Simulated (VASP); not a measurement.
# TePb (Fm-3m) in VASP: further runs, part 2 of 2

VASP 6.6.1. Earlier steps stand in the parts before.

**3. Single point, r2SCAN, non-collinear spin, zero start, spin-orbit coupling**

This run uses another cell than the first one, of 35.08 Å³/atom.

Input file POSCAR:

```
TePb
1.0
    0.0000000000      3.2735180337      3.2735180337
    3.2735180337      0.0000000000      3.2735180337
    3.2735180337      3.2735180337      0.0000000000
Pb Te
1 1
Direct
    0.0000000000      0.0000000000      0.0000000000
    0.5000000000      0.5000000000      0.5000000000
```

Input file INCAR.step1:

```
ALGO = Normal
EDIFF = 1E-4
ENCUT = 520
GGA = PE
GGA_COMPAT = False
ISMEAR = -1
LASPH = True
LCHARG = False
LREAL = False
LSORBIT = True
LWAVE = True
MAGMOM = 0 0 0 0 0 0
NBANDS = 32
NELM = 150
PREC = Accurate
SIGMA = 0.05
```

Input file INCAR.step2:

```
ALGO = Normal
EDIFF = 1E-6
ENCUT = 520
GGA_COMPAT = False
ISIF = 2
ISMEAR = -1
ISTART = 1
LASPH = True
LCHARG = False
LMIXTAU = True
LORBIT = 11
LORBMOM = True
LREAL = False
LSORBIT = True
LWAVE = False
MAGMOM = 0 0 0 0 0 0
METAGGA = R2SCAN
NBANDS = 32
NELM = 150
PREC = Accurate
SIGMA = 0.05
```

Input file KPOINTS:

```
k-points
0
Gamma
  7 7 7
```

Potentials or basis: VASP PAW PBE potentials, release 64 (Pb_d, Te).

On the command line:

```
cat potpaw_PBE.64/Pb_d/POTCAR potpaw_PBE.64/Te/POTCAR > POTCAR
cp INCAR.step1 INCAR
mpirun -np 1 vasp_ncl > vasp.out
cp INCAR.step2 INCAR
mpirun -np 1 vasp_ncl > vasp.out
```

OUTCAR:

```text
EDIFF = 1E-6
   ENCUT = 520
   ISIF = 2
   ISMEAR = -1
   ISTART = 1
   LASPH = True
   LORBIT = 11
   LREAL = False
   LSORBIT = True
   METAGGA = R2SCAN
   NELM = 150
   PREC = Accurate

 ion  position               nearest neighbor table
   1  0.000  0.000  0.000-   2 3.27   2 3.27   2 3.27   2 3.27   2 3.27   2 3.27
   2  0.500  0.500  0.500-   1 3.27   1 3.27   1 3.27   1 3.27   1 3.27   1 3.27

  LATTYP: Found a face centered cubic cell.
 ALAT       =     6.5470360674

  Lattice vectors:

 A1 = (   0.0000000000,   3.2735180337,   3.2735180337)
 A2 = (   3.2735180337,   0.0000000000,   3.2735180337)
 A3 = (   3.2735180337,   3.2735180337,   0.0000000000)

Analysis of symmetry for initial positions (statically):
=====================================================================
 Subroutine PRICEL returns:
 Original cell was already a primitive cell.

 Routine SETGRP: Setting up the symmetry group for a
 face centered cubic supercell.

 Subroutine GETGRP returns: Found 48 space group operations
 (whereof 48 operations were pure point group operations)
 out of a pool of 48 trial point group operations.
[... 958 lines left out ...]
     0.0000000     0.0000000     0.0000000     0.0000000     0.0000000     0.0000000     0.0000000
     0.0000000     0.0000000     0.0000000     0.0000000     0.0000000     0.0000000     0.0000000
     0.0000000     0.0000000     0.0000000     0.0000000     0.0000000     0.0000000     0.0000000
     0.0000000     0.0000000     0.0000000     0.0000000     0.0000000     0.0000000     0.0000000
     0.0000000     0.0000000     0.0000000     0.0000000     0.0000000     0.0000000     0.0000000

 Ion:    2  E_soc:     -0.1993356
 l=   1
     0.0000000    -0.0332510    -0.0332510
    -0.0332510     0.0000000    -0.0332510
    -0.0332510    -0.0332510     0.0000000
 l=   2
     0.0000000    -0.0000079     0.0000000    -0.0000079     0.0000363
    -0.0000079     0.0000000     0.0000272    -0.0000079     0.0000091
     0.0000000     0.0000272     0.0000000     0.0000272     0.0000000
    -0.0000079    -0.0000079     0.0000272     0.0000000     0.0000091
     0.0000363     0.0000091     0.0000000     0.0000091     0.0000000
 l=   3
     0.0000000     0.0000000     0.0000000     0.0000000     0.0000000     0.0000000     0.0000000
     0.0000000     0.0000000     0.0000000     0.0000000     0.0000000     0.0000000     0.0000000
     0.0000000     0.0000000     0.0000000     0.0000000     0.0000000     0.0000000     0.0000000
     0.0000000     0.0000000     0.0000000     0.0000000     0.0000000     0.0000000     0.0000000
     0.0000000     0.0000000     0.0000000     0.0000000     0.0000000     0.0000000     0.0000000
     0.0000000     0.0000000     0.0000000     0.0000000     0.0000000     0.0000000     0.0000000
     0.0000000     0.0000000     0.0000000     0.0000000     0.0000000     0.0000000     0.0000000

 total charge

# of ion       s       p       d       tot
------------------------------------------
    1        1.450   0.566   9.824  11.840
    2        1.376   2.029   0.016   3.421
--------------------------------------------------
tot          2.827   2.594   9.841  15.262

 magnetization (x)

# of ion       s       p       d       tot
------------------------------------------
    1        0.000  -0.000   0.000  -0.000
    2       -0.000  -0.000   0.000  -0.000
--------------------------------------------------
tot         -0.000  -0.000   0.000  -0.000

 magnetization (y)

# of ion       s       p       d       tot
------------------------------------------
    1       -0.000   0.000   0.000   0.000
    2        0.000   0.000   0.000   0.000
--------------------------------------------------
tot         -0.000   0.000   0.000   0.000

 magnetization (z)

# of ion       s       p       d       tot
------------------------------------------
    1        0.000  -0.000   0.000   0.000
    2       -0.000   0.000  -0.000  -0.000
--------------------------------------------------
tot          0.000  -0.000   0.000  -0.000
```

OSZICAR.step1:

```text
N       E                     dE             d eps       ncg     rms          rms(c)
DAV:   1     0.193030273075E+03    0.19303E+03   -0.86317E+03  1280   0.121E+03
DAV:   2     0.104749217527E+02   -0.18256E+03   -0.17505E+03  1352   0.345E+02
DAV:   3    -0.734418953975E+01   -0.17819E+02   -0.17461E+02  1696   0.125E+02
DAV:   4    -0.811631690640E+01   -0.77213E+00   -0.77133E+00  1528   0.282E+01
DAV:   5    -0.815557689938E+01   -0.39260E-01   -0.39259E-01  1936   0.612E+00    0.378E+00
DAV:   6    -0.804938865225E+01    0.10619E+00   -0.22387E-01  1736   0.358E+00    0.238E+00
DAV:   7    -0.804902847582E+01    0.36018E-03   -0.62734E-02  1680   0.118E+00    0.147E+00
DAV:   8    -0.805085500610E+01   -0.18265E-02   -0.32435E-03  1680   0.463E-01    0.643E-01
DAV:   9    -0.805166971968E+01   -0.81471E-03   -0.16337E-03  1552   0.471E-01    0.917E-02
DAV:  10    -0.805175748421E+01   -0.87765E-04   -0.16050E-04  1408   0.129E-01
   1 F= -.80517575E+01 E0= -.80514550E+01  d E =-.605041E-03  mag=    -0.0000     0.0000     0.0000
```

It took 16 min on 1 thread of Intel Xeon 8259CL, shared host; peak memory 0.5 GiB.

Results:

```
Free energy                                           : -83.2037 eV
Pressure                                              : -0.3 GPa
Net moment                                            : 0.00 μB per cell
Valence electrons inside the program's atomic spheres : Pb 11.84; Te 3.42
```

Moments on the atoms (μB; x, y, z):
```
Pb  0.00 0.00 0.00
Te  0.00 0.00 0.00
```

Caveat: this odd mesh misses L, so gap, dielectric constants and Born charges aren't listed; the PAW data sets were made with another functional, which shifts forces and pressure a little.

**4. Single point, r2SCAN0**

This run uses another cell than the first one, of 33.73 Å³/atom.

Input file POSCAR:

```
TePb
1.0
    0.0000000000      3.2310000000      3.2310000000
    3.2310000000      0.0000000000      3.2310000000
    3.2310000000      3.2310000000      0.0000000000
Pb Te
1 1
Direct
    0.0000000000      0.0000000000      0.0000000000
    0.5000000000      0.5000000000      0.5000000000
```

Input file INCAR.step1:

```
SYSTEM = TePb
PREC = Accurate
ENCUT = 520
EDIFF = 1E-5
ISMEAR = -1
SIGMA = 0.05
LREAL = .FALSE.
LASPH = .TRUE.
NELM = 80
ALGO = Normal
ISIF = 2
LWAVE = .TRUE.
GGA = PE
NBANDS = 17
```

Input file INCAR.step2:

```
SYSTEM = TePb
PREC = Accurate
ENCUT = 520
EDIFF = 1E-6
ISMEAR = -1
SIGMA = 0.05
LREAL = .FALSE.
LASPH = .TRUE.
NELM = 80
ALGO = Normal
ISIF = 2
LWAVE = .FALSE.
LCHARG = .TRUE.
METAGGA = R2SCAN
LHFCALC = .TRUE.
AEXX = 0.25
LMIXTAU = .TRUE.
PRECFOCK = Normal
LELF = .TRUE.
LVHAR = .TRUE.
ISTART = 1
NBANDS = 17
```

Input file KPOINTS:

```
Automatic mesh
0
G
  4 4 4
  0 0 0
```

On the command line:

```
cat potpaw_PBE.64/Pb_d/POTCAR potpaw_PBE.64/Te/POTCAR > POTCAR
cp INCAR.step1 INCAR
mpirun -np 1 vasp_std > vasp.out
cp INCAR.step2 INCAR
mpirun -np 1 vasp_std > vasp.out
```

Run time: 16 min. Hardware: 1 thread of Intel Xeon Platinum 8259CL at 2.50GHz (Skylake/Cascade Lake), shared host; peak memory 0.24 GiB.

It converged, with:

```yaml
Free_energy: -66.8478 eV
Pressure: 0.7 GPa
Band_gap_on_the_k_mesh: 1.94 eV
```

Levels at points of the mesh, in eV from the valence-band top:
```csv
k point,band 6,band 7,band 8,band 9,band 10,band 11,band 12,band 13,band 14,band 15
"(0.00, 0.00, 0.00)",-13.70,-6.05,-1.73,-1.73,-1.73,5.65,5.65,5.65,7.34,7.34
"(0.50, 0.00, 0.00)",-12.05,-9.73,-1.21,-1.21,0.00,1.94,2.40,2.40,10.23,11.04
"(0.50, 0.50, 0.00)",-11.75,-8.11,-5.29,-3.36,-3.36,4.59,7.23,7.23,8.64,11.95
```

Caveat: the k points lie up to 0.42 Å⁻¹ apart; the PAW data sets were made with another functional, which shifts forces and pressure a little; spin-orbit coupling is left out, which moves the levels of the heavy elements. A k mesh can miss the band edges.

**5. Single point, r2SCANh**

This run uses another cell than the first one, of 33.73 Å³/atom.

POSCAR is that of step 4.

Input file INCAR.step1:

```
SYSTEM = TePb
PREC = Accurate ; ENCUT = 520
EDIFF = 1E-5 ; ISMEAR = -1
SIGMA = 0.05 ; LREAL = .False.
LASPH = .True. ; NELM = 60
ALGO = Normal ; ISIF = 2
LWAVE = .True. ; GGA = PE
NBANDS = 17
```

Input file INCAR.step2:

```
SYSTEM = TePb
PREC = Accurate ; ENCUT = 520
EDIFF = 1E-7 ; ISMEAR = -1
SIGMA = 0.05 ; LREAL = .False.
LASPH = .True. ; NELM = 60
ALGO = Normal ; ISIF = 2
LWAVE = .False. ; LCHARG = .True.
METAGGA = R2SCAN ; LHFCALC = .True.
AEXX = 0.1 ; LMIXTAU = .True.
PRECFOCK = Normal ; LELF = .True.
LVHAR = .True. ; ISTART = 1
NBANDS = 17
```

Input file KPOINTS:

```
Automatic mesh
0
Gamma
  4 4 4
  0 0 0
```

On the command line:

```
cat potpaw_PBE.64/Pb_d/POTCAR potpaw_PBE.64/Te/POTCAR > POTCAR
cp INCAR.step1 INCAR
mpirun -np 1 vasp_std > vasp.out
cp INCAR.step2 INCAR
mpirun -np 1 vasp_std > vasp.out
```

Run time: 28 min. Hardware: 1 thread of Intel Xeon Platinum 8259CL at 2.50GHz (Skylake/Cascade Lake), shared host; peak memory 0.24 GiB.

It converged, with:

| Property | Result |
| --- | --- |
| Free energy | -76.3215 eV |
| Pressure | 1.2 GPa |
| Band gap on the k mesh | 1.38 eV |

Levels at points of the mesh, in eV from the valence-band top:
| k point | band 8 | band 9 | band 10 | band 11 | band 12 | band 13 |
| --- | --- | --- | --- | --- | --- | --- |
| (0.00, 0.00, 0.00) | -1.59 | -1.59 | -1.59 | 4.86 | 4.86 | 4.86 |
| (0.50, 0.00, 0.00) | -1.10 | -1.10 | 0.00 | 1.38 | 1.80 | 1.80 |
| (0.50, 0.50, 0.00) | -4.94 | -3.13 | -3.13 | 3.98 | 6.38 | 6.38 |

Caveat: the k points lie up to 0.42 Å⁻¹ apart; the PAW data sets were made with another functional, which shifts forces and pressure a little; spin-orbit coupling is left out, which moves the levels of the heavy elements. A k mesh can miss the band edges.

**6. Overview**

```csv
level,spin,cell,k mesh,grid for exact exchange (PRECFOCK),share of exact exchange,gap on the mesh (eV),pressure (GPa),moment (μB)
r2SCAN,"non-collinear, zero start, SOC","a = 4.600 Å, angles 60.0°, 2 atoms",7 × 7 × 7,-,-,-,0.5,0.00
r2SCAN,"non-collinear, zero start, SOC","a = 4.629 Å, angles 60.0°, 2 atoms",7 × 7 × 7,-,-,-,-0.3,0.00
r2SCAN0,off,"a = 4.569 Å, angles 60.0°, 2 atoms",4 × 4 × 4,Normal,0.25,1.94,0.7,-
r2SCANh,off,"a = 4.569 Å, angles 60.0°, 2 atoms",4 × 4 × 4,Normal,0.1,1.38,1.2,-
```

Alike in all rows: task single point; potentials or basis VASP PAW PBE potentials, release 64 (Pb_d, Te); cutoff (eV) 520; smearing fermi-dirac 0.05 eV.

Caveats: some runs use coarse meshes; the PAW data sets were made with another functional, which shifts forces and pressure a little; spin-orbit coupling is left out, which moves the levels of the heavy elements (at least some runs).

Total energies depend on the potentials used, so only differences within one code and one set of settings carry meaning.
